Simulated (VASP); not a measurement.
# Ca (I4/mmm) in VASP: a series of runs

Runs on Ca. Level: PBEsol. Tasks: single point.

All numbers are computed with VASP 6.6.1; they aren't measurements. Logs are shortened: lines on timing, memory, paths and dates and some standing lists are left out, and cuts for length are marked.

## Step 1: The cell of the first run

It takes space group I4/mmm (No. 139, tetragonal). The conventional cell has a = 3.952 Å, b = 3.952 Å, c = 5.756 Å, α = 90.00°, β = 90.00°, γ = 90.00°. Ca (site symmetry 4/mmm) has 12 Ca at 3.95 to 4.01 Å within 5.2 Å.

## Step 2: Single point, PBEsol (strain +0.000 along x and y, +0.030 along z)

File INCAR:

```
SYSTEM = Ca
PREC     = Accurate       ! precision mode
ENCUT    = 520            ! plane-wave cutoff, eV
EDIFF    = 1E-6           ! SCF threshold, eV
ISMEAR   = 0              ! smearing method
SIGMA    = 0.15           ! smearing width, eV
LREAL    = .False.        ! projectors in reciprocal space
LASPH    = .True.         ! aspherical terms in the spheres
NELM     = 100            ! most SCF steps
ALGO     = Normal         ! electronic algorithm
ISIF     = 2              ! what is computed and relaxed
LWAVE    = .False.        ! write WAVECAR
LCHARG   = .True.         ! write CHGCAR
GGA      = PS             ! functional
LELF     = .True.         ! ELF
LVHAR    = .True.       
NBANDS   = 11             ! bands
```

File KPOINTS:

```
Automatic mesh
0
Gamma
  14 14 14
  0 0 0
```

File POSCAR:

```
Ca
1.0
    0.0000000000      2.7942000000      2.8780260000
    2.7942000000      0.0000000000      2.8780260000
    2.7942000000      2.7942000000      0.0000000000
Ca
1
Direct
    0.0000000000      0.0000000000      0.0000000000
```

Potentials or basis: VASP PAW PBE potentials, release 64 (Ca_sv).

The run is started by

```
$ cat potpaw_PBE.64/Ca_sv/POTCAR > POTCAR
$ mpirun -np 1 vasp_std > vasp.out
```

OUTCAR:

```text
SYSTEM = Ca
   PREC = Accurate
   ENCUT = 520
   EDIFF = 1E-6
   ISMEAR = 0
   LREAL = .False.
   LASPH = .True.
   NELM = 100
   ISIF = 2
   GGA = PS

 ion  position               nearest neighbor table
   1  0.000  0.000  0.000-

  LATTYP: Found a body centered tetragonal cell.
 ALAT       =     3.9515955360
 C/A-ratio  =     1.4566399692

  Lattice vectors:

 A1 = (  -2.7942000000,   0.0000000000,   2.8780260000)
 A2 = (   2.7942000000,   0.0000000000,   2.8780260000)
 A3 = (   0.0000000000,   2.7942000000,  -2.8780260000)

Analysis of symmetry for initial positions (statically):
=====================================================================
 Subroutine PRICEL returns:
 Original cell was already a primitive cell.

 Routine SETGRP: Setting up the symmetry group for a
 body centered tetragonal supercell.

 Subroutine GETGRP returns: Found 16 space group operations
 (whereof 16 operations were pure point group operations)
 out of a pool of 16 trial point group operations.

The static configuration has the point symmetry D_4h.

Analysis of symmetry for dynamics (positions and initial velocities):
=====================================================================
 Subroutine PRICEL returns:
 Original cell was already a primitive cell.

 Routine SETGRP: Setting up the symmetry group for a
 body centered tetragonal supercell.

 Subroutine GETGRP returns: Found 16 space group operations
 (whereof 16 operations were pure point group operations)
 out of a pool of 16 trial point group operations.

The dynamic configuration has the point symmetry D_4h.

 Subroutine INISYM returns: Found 16 space group operations
 (whereof 16 operations are pure point group operations),
 and found     1 'primitive' translations

----------------------------------------------------------------------------------------

                                     Primitive cell

  volume of cell :      44.9407

  direct lattice vectors                    reciprocal lattice vectors
     0.000000000  2.794200000  2.878026000    -0.178942094  0.178942094  0.173730189
     2.794200000  0.000000000  2.878026000     0.178942094 -0.178942094  0.173730189
     2.794200000  2.794200000  0.000000000     0.178942094  0.178942094 -0.173730189

  length of vectors
     4.011307430  4.011307430  3.951595536     0.306957203  0.306957203  0.306957203

  position of ions in fractional coordinates (direct lattice)
     0.000000000  0.000000000  0.000000000

  ion indices of the primitive-cell ions
   primitive index   ion index
                 1           1

----------------------------------------------------------------------------------------

 KPOINTS: Automatic mesh

Automatic generation of k-mesh.
 Grid dimensions read from file:
 generate k-points for:   14   14   14

 Generating k-lattice:

  Cartesian coordinates                     Fractional coordinates (reciprocal lattice)
    -0.012781578  0.012781578  0.012409299     0.071428571  0.000000000  0.000000000
     0.012781578 -0.012781578  0.012409299     0.000000000  0.071428571  0.000000000
     0.012781578  0.012781578 -0.012409299     0.000000000  0.000000000  0.071428571

  Length of vectors
     0.021925515  0.021925515  0.021925515

  Shift w.r.t. Gamma in fractional coordinates (k-lattice)
     0.000000000  0.000000000  0.000000000

 Subroutine IBZKPT returns following result:
 ===========================================

 Found    244 irreducible k-points:

 Following reciprocal coordinates:
            Coordinates               Weight
  0.000000  0.000000  0.000000      1.000000
  0.071429  0.000000  0.000000      8.000000
  0.142857  0.000000  0.000000      8.000000
  0.214286  0.000000  0.000000      8.000000
  0.285714  0.000000  0.000000      8.000000
  0.357143  0.000000  0.000000      8.000000
[... 16 lines left out ...]
  0.214286  0.142857  0.000000      8.000000
  0.285714  0.142857  0.000000      8.000000
 [... further k-points ...]
   k-points           NKPTS =    244   k-points in BZ     NKDIM =    244   number of bands    NBANDS=     11
   number of dos      NEDOS =    301   number of ions     NIONS =      1
   total plane-waves  NPLWV =  27000
   dimension x,y,z NGX =    30 NGY =   30 NGZ =   30
   dimension x,y,z NGXF=    60 NGYF=   60 NGZF=   60
   ions per type =               1
   NGX,Y,Z   is equivalent  to a cutoff of  12.43, 12.43, 12.62 a.u.
   NGXF,Y,Z  is equivalent  to a cutoff of  24.87, 24.87, 25.24 a.u.
 SYSTEM =  Ca
   PREC   = accura    normal or accurate (medium, high low for compatibility)
   ISTART =      0    job   : 0-new  1-cont  2-samecut
   ICHARG =      2    charge: 1-file 2-atom 10-const
   ISPIN  =      1    spin polarized calculation?
   LNONCOLLINEAR =      F non collinear calculations
   LSORBIT =      F    spin-orbit coupling
   LASPH  =      T    aspherical Exc in radial PAW
   ENCUT  =  520.0 eV  38.22 Ry    6.18 a.u.   7.46  7.46  7.35*2*pi/ulx,y,z
   NELM   =    100;   NELMIN=  2; NELMDL= -5     # of ELM steps
   EDIFF  = 0.1E-05   stopping-criterion for ELM
   LREAL  =      F    real-space projection
   EDIFFG = 0.1E-04   stopping-criterion for IOM
   NSW    =      0    number of steps for IOM
   IBRION =     -1    ionic relax: 0-MD 1-quasi-New 2-CG
   NFREE  =      0    steps in history (QN), initial steepest desc. (CG)
   ISIF   =      2    stress and relaxation
   ISYM   =      2    0-nonsym 1-usesym 2-fastsym
   POTIM  = 0.5000    time-step for ionic-motion
   TEBEG  =    0.0;   TEEND  =   0.0 temperature during run
   PSTRESS=    0.0 pullay stress
   NELECT =      10.0000    total number of electrons
   NUPDOWN=      -1.0000    fix difference up-down
   EMIN   =  10.00;   EMAX   =-10.00  energy-range for DOS
   EFERMI =   0.00;   METHOD = LEGACY
   ISMEAR =     0;   SIGMA  =   0.15  broadening in eV -4-tet -1-fermi 0-gaus
   EFERMI_NEDOS =   21; number of points for ismear=-14 and -15
   IALGO  =     38    algorithm
   IMIX   =      4    mixing-type and parameters
     AMIX     =   0.40;   BMIX     =  1.00
     AMIX_MAG =   1.60;   BMIX_MAG =  1.00
  volume/ion in A,a.u.               =      44.94       303.27
  Fermi-wavevector in a.u.,A,eV,Ry     =   0.992038  1.874680 13.390027  0.984139
  Thomas-Fermi vector in A             =   2.123822
   LORBIT       =      0    0 simple, 1 ext, 2 COOP (PROOUT), +10 PAW based schemes
   GGA     = PS    functional components
   LHFCALC =     F    Hartree Fock is set to
   AEXX    =    0.0000 exact exchange contribution
   IVDW    =     0    specifies the selected vdW correction
   LEPSILON=     F    determine dielectric tensor
   LRPA    =     F    only Hartree local field effects (RPA)
 non-spin polarized calculation
 Gauss-broadening in eV      SIGMA  =   0.15
  energy-cutoff  :      520.00
  volume of cell :       44.94
 maximum number of plane-waves:      1247
 NGX is ok and might be reduce to    30
   NGX = 15   NGY = 15   NGZ = 15

 number of electron      10.0000000 magnetization

 Free energy of the ion-electron system (eV)
  ---------------------------------------------------
  ext. energy  EPLUGINS =         0.00000000
  ---------------------------------------------------
  free energy    TOTEN  =        -2.11922790 eV

  energy without entropy =       -2.10430078  energy(sigma->0) =       -2.11176434

 E-fermi :   1.6487     XC(G=0):  -7.6135

 val. band max:        1.6464097892   @ k =  -0.4286   0.2143   0.0714
 cond. band min:       1.6567925087   @ k =  -0.4286   0.0714   0.0000
 fundamental gap:      0.0103827196
 Fermi energy:         1.6486571664

 k-point     1 :       0.0000    0.0000    0.0000
  band No.  band energies     occupation
      1     -40.3403      2.00000
      2     -21.3398      2.00000
      3     -21.3379      2.00000
      4     -21.3379      2.00000
      5      -2.2692      2.00000
      6       3.8086      0.00000
      7       3.9375      0.00000
      8       3.9375      0.00000
      9       4.8061      0.00000
     10       4.9715      0.00000
     11      10.5194      0.00000

 k-point     2 :       0.0714    0.0000    0.0000
  band No.  band energies     occupation
      1     -40.3398      2.00000
      2     -21.3442      2.00000
      3     -21.3400      2.00000
      4     -21.3385      2.00000
      5      -2.1861      2.00000
      6       3.7765      0.00000
      7       3.9117      0.00000
      8       3.9696      0.00000
      9       4.7827      0.00000
     10       4.9413      0.00000
     11      10.6091      0.00000

 k-point     3 :       0.1429    0.0000    0.0000
  band No.  band energies     occupation
      1     -40.3384      2.00000
      2     -21.3597      2.00000
      3     -21.3426      2.00000
      4     -21.3404      2.00000
      5      -1.9406      2.00000
      6       3.5609      0.00000
      7       3.9527      0.00000
      8       4.0457      0.00000
      9       4.7475      0.00000
     10       4.8809      0.00000
     11      10.2975      0.00000

 k-point     4 :       0.2143    0.0000    0.0000
  band No.  band energies     occupation
      1     -40.3363      2.00000
      2     -21.3821      2.00000
      3     -21.3462      2.00000
      4     -21.3430      2.00000
      5      -1.5445      2.00000
      6       3.2214      0.00000
      7       3.9744      0.00000
      8       4.0970      0.00000
      9       4.7963      0.00000
     10       4.8797      0.00000
     11       9.1783      0.00000
[... 239 lines left out ...]
 k-point    22 :       0.1429    0.1429    0.0000
  band No.  band energies     occupation
      1     -40.3379      2.00000
      2     -21.3599      2.00000
      3     -21.3449      2.00000
      4     -21.3449      2.00000
      5      -1.8492      2.00000
      6       3.4421      0.00000
      7       4.1161      0.00000
      8       4.1161      0.00000
      9       4.3845      0.00000
     10       5.0703      0.00000
     11      10.9972      0.00000

 k-point    23 :       0.2143    0.1429    0.0000
  band No.  band energies     occupation
      1     -40.3365      2.00000
      2     -21.3735      2.00000
      3     -21.3484      2.00000
      4     -21.3484      2.00000
      5      -1.5664      2.00000
      6       3.2489      0.00000
      7       4.0461      0.00000
      8       4.2074      0.00000
      9       4.3650      0.00000
     10       5.1147      0.00000
     11      10.1745      0.00000

 k-point    24 :       0.2857    0.1429    0.0000
  band No.  band energies     occupation
      1     -40.3345      2.00000
      2     -21.3927      2.00000
      3     -21.3531      2.00000
      4     -21.3517      2.00000
      5      -1.1409      2.00000
      6       2.9895      0.00000
      7       3.7960      0.00000
      8       4.2519      0.00000
      9       4.5987      0.00000
     10       5.2017      0.00000
     11       8.9759      0.00000

 [... further k-points ...]

------------------------ aborting loop because EDIFF is reached ----------------------------------------

  FORCE on cell =-STRESS in cart. coord.  units (eV):
  Direction    XX          YY          ZZ          XY          YZ          ZX
  --------------------------------------------------------------------------------------
  -------------------------------------------------------------------------------------
  Total       -0.4147216     -0.4147216     -0.4866276      0.0000000      0.0000000      0.0000000
  in kB      -14.7852124    -14.7852124    -17.3487273      0.0000000      0.0000000      0.0000000
  external PRESSURE =     -15.6397174 kB  Pullay stress =       0.0000000 kB

 VOLUME and BASIS-vectors are now :
 -----------------------------------------------------------------------------
  energy-cutoff  :      520.00
  volume of cell :       44.94
      direct lattice vectors                 reciprocal lattice vectors
     0.000000000  2.794200000  2.878026000    -0.178942094  0.178942094  0.173730189
     2.794200000  0.000000000  2.878026000     0.178942094 -0.178942094  0.173730189
     2.794200000  2.794200000  0.000000000     0.178942094  0.178942094 -0.173730189

 POSITION                                       TOTAL-FORCE (eV/Angst)
 -----------------------------------------------------------------------------------
      0.00000      0.00000      0.00000         0.000000      0.000000      0.000000
 -----------------------------------------------------------------------------------
    total drift:                               -0.000000     -0.000000     -0.000000

  FREE ENERGIE OF THE ION-ELECTRON SYSTEM (eV)
  ---------------------------------------------------
  free  energy   TOTEN  =        -2.1192278988 eV

  energy  without entropy=       -2.1043007791  energy(sigma->0) =       -2.11176434
```

It took 2.7 min on 1 thread of Oxide Virtual Turin-like, shared host; peak memory 0.22 GiB.

Results:

| Item | Value |
| --- | --- |
| Free energy | -2.1192 eV |
| Pressure | -1.6 GPa |
| Band gap on the k mesh | zero (band 5 reaches 1.86 eV, above the bottom of band 6 at 1.45 eV) |

Stress tensor (GPa, compression positive):
```
-1.48  0.00  0.00
 0.00 -1.48  0.00
 0.00  0.00 -1.73
```

Caveat: the cell differs from its parent crystal (strain +0.000 along x and y, +0.030 along z); the PAW data sets were made with another functional, which shifts forces and pressure a little.

(Continued in part 2 of 3.)
